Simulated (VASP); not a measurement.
# BaF2 (Fm-3m) in VASP: single point with PBE

Aim: the single point of BaF2 with PBE.

Everything below comes from runs of VASP 6.6.1. Logs are shortened: lines on timing, memory, paths and dates and some standing lists are left out, and cuts for length are marked.

**1. The cell of the first run**

It takes space group Fm-3m (No. 225, cubic). The conventional cell has a = 6.246 Å, b = 6.246 Å, c = 6.246 Å, α = 90.00°, β = 90.00°, γ = 90.00°. Ba (site symmetry m-3m) has 8 F at 2.70 Å within 3.6 Å. Within 3.6 Å of F (site symmetry -43m) lie 4 Ba at 2.70 Å and 6 F at 3.12 Å.

**2. Single point, PBE, non-collinear spin, zero start, spin-orbit coupling**

Contents of POSCAR:

```
BaF2
1.0
    0.0000000000      3.1230009549      3.1230009549
    3.1230009549      0.0000000000      3.1230009549
    3.1230009549      3.1230009549      0.0000000000
Ba F
1 2
Direct
    0.0000000000      0.0000000000      0.0000000000
    0.2500000000      0.2500000000      0.2500000000
    0.7500000000      0.7500000000      0.7500000000
```

Contents of INCAR.step1:

```
  ALGO = Normal
  EDIFF = 1E-6
  ENCUT = 520
  GGA = PE
  GGA_COMPAT = False
  ISIF = 2
  ISMEAR = 0
  LASPH = True
  LCHARG = True
  LORBIT = 11
  LORBMOM = True
  LREAL = False
  LSORBIT = True
  LWAVE = False
  MAGMOM = 0 0 0 0 0 0 0 0 0
  NBANDS = 37
  NEDOS = 2001
  NELM = 200
  PREC = Accurate
  SIGMA = 0.02
```

Contents of KPOINTS.step1:

```
k-points
0
Gamma
  6 6 6
```

Contents of INCAR.step2:

```
  ALGO = Normal
  EDIFF = 1E-6
  ENCUT = 520
  GGA = PE
  GGA_COMPAT = False
  ICHARG = 11
  ISIF = 2
  ISMEAR = -5
  LASPH = True
  LCHARG = False
  LORBIT = 11
  LORBMOM = True
  LREAL = False
  LSORBIT = True
  LWAVE = False
  MAGMOM = 0 0 0 0 0 0 0 0 0
  NBANDS = 37
  NEDOS = 1001
  NELM = 200
  PREC = Accurate
  SIGMA = 0.02
```

Contents of KPOINTS.step2:

```
k-points
0
Gamma
  9 9 9
```

Potentials or basis: VASP PAW PBE potentials, release 64 (Ba_sv, F).

The run is started by

```
> cat potpaw_PBE.64/Ba_sv/POTCAR potpaw_PBE.64/F/POTCAR > POTCAR
> cp INCAR.step1 INCAR
> cp KPOINTS.step1 KPOINTS
> mpirun -np 1 vasp_ncl > vasp.out
> cp INCAR.step2 INCAR
> cp KPOINTS.step2 KPOINTS
> mpirun -np 1 vasp_ncl > vasp.out
```

OUTCAR:

```text
EDIFF = 1E-6
   ENCUT = 520
   GGA = PE
   ICHARG = 11
   ISIF = 2
   ISMEAR = -5
   LASPH = True
   LORBIT = 11
   LREAL = False
   LSORBIT = True
   NELM = 200
   PREC = Accurate

 ion  position               nearest neighbor table
   1  0.000  0.000  0.000-   3 2.70   3 2.70   3 2.70   2 2.70   3 2.70   2 2.70   2 2.70   2 2.70

   2  0.250  0.250  0.250-   1 2.70   1 2.70   1 2.70   1 2.70
   3  0.750  0.750  0.750-   1 2.70   1 2.70   1 2.70   1 2.70

  LATTYP: Found a face centered cubic cell.
 ALAT       =     6.2460019098

  Lattice vectors:

 A1 = (   0.0000000000,   3.1230009549,   3.1230009549)
 A2 = (   3.1230009549,   0.0000000000,   3.1230009549)
 A3 = (   3.1230009549,   3.1230009549,   0.0000000000)

Analysis of symmetry for initial positions (statically):
=====================================================================
 Subroutine PRICEL returns:
 Original cell was already a primitive cell.

 Routine SETGRP: Setting up the symmetry group for a
 face centered cubic supercell.

 Subroutine GETGRP returns: Found 48 space group operations
 (whereof 48 operations were pure point group operations)
 out of a pool of 48 trial point group operations.

The static configuration has the point symmetry O_h .

Analysis of symmetry for dynamics (positions and initial velocities):
=====================================================================
 Subroutine PRICEL returns:
 Original cell was already a primitive cell.

 Routine SETGRP: Setting up the symmetry group for a
 face centered cubic supercell.

 Subroutine GETGRP returns: Found 48 space group operations
 (whereof 48 operations were pure point group operations)
 out of a pool of 48 trial point group operations.

The dynamic configuration has the point symmetry O_h .

Analysis of structural, dynamic, and magnetic symmetry:
=====================================================================
 Subroutine PRICEL returns:
 Original cell was already a primitive cell.

 Routine SETGRP: Setting up the symmetry group for a
 face centered cubic supercell.

 Subroutine GETGRP returns: Found 48 space group operations
 (whereof 48 operations were pure point group operations)
 out of a pool of 48 trial point group operations.

The overall configuration has the point symmetry O_h .

 Subroutine INISYM returns: Found 48 space group operations
 (whereof 48 operations are pure point group operations),
 and found     1 'primitive' translations

----------------------------------------------------------------------------------------

                                     Primitive cell

  volume of cell :      60.9181

  direct lattice vectors                    reciprocal lattice vectors
     0.000000000  3.123000955  3.123000955    -0.160102417  0.160102417  0.160102417
     3.123000955  0.000000000  3.123000955     0.160102417 -0.160102417  0.160102417
     3.123000955  3.123000955  0.000000000     0.160102417  0.160102417 -0.160102417

  length of vectors
     4.416590306  4.416590306  4.416590306     0.277305520  0.277305520  0.277305520

  position of ions in fractional coordinates (direct lattice)
     0.000000000  0.000000000  0.000000000
     0.250000000  0.250000000  0.250000000
     0.750000000  0.750000000  0.750000000

  ion indices of the primitive-cell ions
   primitive index   ion index
                 1           1
                 2           2
                 3           3

----------------------------------------------------------------------------------------

 KPOINTS: k-points

Automatic generation of k-mesh.
 Grid dimensions read from file:
[... 95 lines left out ...]
   IVDW    =     0    specifies the selected vdW correction
   LEPSILON=     F    determine dielectric tensor
   LRPA    =     F    only Hartree local field effects (RPA)
 Fermi weights with tetrahedron method with Bloechl corrections
  energy-cutoff  :      520.00
  volume of cell :       60.92
 maximum number of plane-waves:      3310
 NGX is ok and might be reduce to    36

 number of electron      24.0000013 magnetization      -0.0000000     -0.0000000     -0.0000000

 Free energy of the ion-electron system (eV)
  ---------------------------------------------------
  ext. energy  EPLUGINS =         0.00000000
  ---------------------------------------------------
  free energy    TOTEN  =       -17.31548224 eV

  energy without entropy =      -17.31548224  energy(sigma->0) =      -17.31548224

 E-fermi :  -2.1361     XC(G=0):  -8.6015

 val. band max:       -2.1407039655   @ k =  -0.2222   0.2222   0.0000
 cond. band min:       4.5050102689   @ k =   0.0000   0.0000   0.0000
 fundamental gap:      6.6457142344
 Fermi energy:        -2.1360909006

 k-point     1 :       0.0000    0.0000    0.0000
  band No.  band energies     occupation
      1     -25.3214      1.00000
      2     -25.3214      1.00000
      3     -21.0581      1.00000
      4     -21.0581      1.00000
      5     -21.0366      1.00000
      6     -21.0366      1.00000
[... 925 lines left out ...]
     35       9.9419      0.00000
     36       9.9419      0.00000

 [... further k-points ...]

 [bands above 36 left out]

------------------------ aborting loop because EDIFF is reached ----------------------------------------

  FORCE on cell =-STRESS in cart. coord.  units (eV):
  Direction    XX          YY          ZZ          XY          YZ          ZX
  --------------------------------------------------------------------------------------
  -------------------------------------------------------------------------------------
  Total        0.3744037      0.3744037      0.3744037      0.0000000     -0.0000000      0.0000000
  in kB        9.8470093      9.8470093      9.8470093      0.0000000     -0.0000000      0.0000000
  external PRESSURE =       9.8470093 kB  Pullay stress =       0.0000000 kB

 VOLUME and BASIS-vectors are now :
 -----------------------------------------------------------------------------
  energy-cutoff  :      520.00
  volume of cell :       60.92
      direct lattice vectors                 reciprocal lattice vectors
     0.000000000  3.123000955  3.123000955    -0.160102417  0.160102417  0.160102417
     3.123000955  0.000000000  3.123000955     0.160102417 -0.160102417  0.160102417
     3.123000955  3.123000955  0.000000000     0.160102417  0.160102417 -0.160102417

 POSITION                                       TOTAL-FORCE (eV/Angst)
 -----------------------------------------------------------------------------------
      0.00000      0.00000      0.00000        -0.000000      0.000000     -0.000000
      1.56150      1.56150      1.56150        -0.000000     -0.000000     -0.000000
      4.68450      4.68450      4.68450         0.000000      0.000000      0.000000
 -----------------------------------------------------------------------------------
    total drift:                                0.000000      0.000000      0.000000

  FREE ENERGIE OF THE ION-ELECTRON SYSTEM (eV)
  ---------------------------------------------------
  free  energy   TOTEN  =       -17.3154822380 eV

  energy  without entropy=      -17.3154822380  energy(sigma->0) =      -17.31548224

 orbital moment (x)

 # of ion     p       d       tot
 ----------------------------------------
  1        -0.000  -0.000  -0.000
  2         0.000   0.000   0.000
  3        -0.000   0.000  -0.000
 ----------------------------------------
            0.000  -0.000   0.000

 orbital moment (y)

 # of ion     p       d       tot
 ----------------------------------------
  1         0.000   0.000   0.000
  2        -0.000   0.000  -0.000
  3        -0.000   0.000  -0.000
 ----------------------------------------
           -0.000   0.000  -0.000

 orbital moment (z)

 # of ion     p       d       tot
 ----------------------------------------
  1         0.000   0.000   0.000
  2         0.000   0.000   0.000
  3         0.000   0.000   0.000
 ----------------------------------------
            0.000   0.000   0.000

 Spin-Orbit-Coupling matrix elements

 Ion:    1  E_soc:     -0.3816664
 l=   1
     0.0000000    -0.0635111    -0.0635111
    -0.0635111     0.0000000    -0.0635111
    -0.0635111    -0.0635111     0.0000000
 l=   2
     0.0000000    -0.0000293     0.0000000    -0.0000293    -0.0000706
    -0.0000293     0.0000000    -0.0000530    -0.0000293    -0.0000177
     0.0000000    -0.0000530     0.0000000    -0.0000530     0.0000000
    -0.0000293    -0.0000293    -0.0000530     0.0000000    -0.0000177
    -0.0000706    -0.0000177     0.0000000    -0.0000177     0.0000000
 l=   3
     0.0000000     0.0000000     0.0000000     0.0000000     0.0000000     0.0000000     0.0000000
     0.0000000     0.0000000     0.0000000     0.0000000     0.0000000     0.0000000     0.0000000
     0.0000000     0.0000000     0.0000000     0.0000000     0.0000000     0.0000000     0.0000000
     0.0000000     0.0000000     0.0000000     0.0000000     0.0000000     0.0000000     0.0000000
[... 29 lines left out ...]
 l=   2
     0.0000000     0.0000000     0.0000000     0.0000000     0.0000000
     0.0000000     0.0000000     0.0000000     0.0000000     0.0000000
     0.0000000     0.0000000     0.0000000     0.0000000     0.0000000
     0.0000000     0.0000000     0.0000000     0.0000000     0.0000000
     0.0000000     0.0000000     0.0000000     0.0000000     0.0000000
 l=   3
     0.0000000     0.0000000     0.0000000     0.0000000     0.0000000     0.0000000     0.0000000
     0.0000000     0.0000000     0.0000000     0.0000000     0.0000000     0.0000000     0.0000000
     0.0000000     0.0000000     0.0000000     0.0000000     0.0000000     0.0000000     0.0000000
     0.0000000     0.0000000     0.0000000     0.0000000     0.0000000     0.0000000     0.0000000
     0.0000000     0.0000000     0.0000000     0.0000000     0.0000000     0.0000000     0.0000000
     0.0000000     0.0000000     0.0000000     0.0000000     0.0000000     0.0000000     0.0000000
     0.0000000     0.0000000     0.0000000     0.0000000     0.0000000     0.0000000     0.0000000

 total charge

# of ion       s       p       d       tot
------------------------------------------
    1        1.998   5.646   0.220   7.864
    2        1.734   4.358   0.000   6.092
    3        1.734   4.358   0.000   6.092
--------------------------------------------------
tot          5.466  14.362   0.220  20.049

 magnetization (x)

# of ion       s       p       d       tot
------------------------------------------
    1       -0.000  -0.000   0.000  -0.000
    2        0.000  -0.000   0.000  -0.000
    3       -0.000  -0.000   0.000  -0.000
--------------------------------------------------
tot         -0.000  -0.000   0.000  -0.000

 magnetization (y)

# of ion       s       p       d       tot
------------------------------------------
    1       -0.000   0.000  -0.000  -0.000
    2       -0.000   0.000   0.000  -0.000
    3        0.000   0.000   0.000   0.000
--------------------------------------------------
tot         -0.000   0.000  -0.000  -0.000

 magnetization (z)

# of ion       s       p       d       tot
------------------------------------------
    1        0.000   0.000   0.000   0.000
    2        0.000   0.000   0.000   0.000
    3       -0.000   0.000   0.000  -0.000
--------------------------------------------------
tot          0.000   0.000   0.000   0.000
```

Wall time 3.3 min (1 thread of Intel Xeon Platinum 8124M at 3.00GHz (Skylake/Cascade Lake), shared host); peak memory 0.42 GiB.

What came out:

* Net moment: 0.00 μB per cell
* Valence electrons inside the program's atomic spheres: Ba 7.86; F 6.09

Moments on the atoms (μB; x, y, z):
```
Ba  0.00 0.00 0.00
F   0.00 0.00 0.00
F   0.00 0.00 0.00
```
